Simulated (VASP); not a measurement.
NaF: single point with PBE

Crystal: NaF.

```
Na F
1.0
     0.00000    2.16167    2.16167
     2.16167    0.00000    2.16167
     2.16167    2.16167    0.00000
Na F
1 1
Direct
  0.00000 0.00000 0.00000
  0.50000 0.50000 0.50000
```

```
Program                : VASP 6.6.1
Task                   : single point
Functional             : PBE
Potentials or basis    : VASP PAW PBE potentials, release 64 (Na_pv, F)
Cutoff                 : 600 eV
k mesh                 : 7 × 7 × 7
Occupations            : gaussian, width 0.01 eV
Spin                   : no spin polarisation
Dipole correction      : no
Further INCAR settings : ALGO = Normal; EDIFF = 1e-06; NBANDS = 14
```

```
Pressure               : 20.0 GPa
Band gap on the k mesh : 7.59 eV
```

Levels at points of the mesh, in eV from the valence-band top:
| k point | band 3 | band 4 | band 5 | band 6 | band 7 | band 8 | band 9 | band 10 | band 11 | band 12 |
| --- | --- | --- | --- | --- | --- | --- | --- | --- | --- | --- |
| (0.00, 0.00, 0.00) | -18.38 | -18.38 | 0.00 | 0.00 | 0.00 | 7.59 | 20.47 | 20.47 | 20.47 | 23.80 |

Wall time 12 s on 1 thread of Intel Xeon 8259CL, on a shared host, peak memory 0.13 GiB.

Caveat: the cell stands under pressure. Expect the measured gap to be larger: semilocal functionals such as PBE lack the derivative discontinuity.
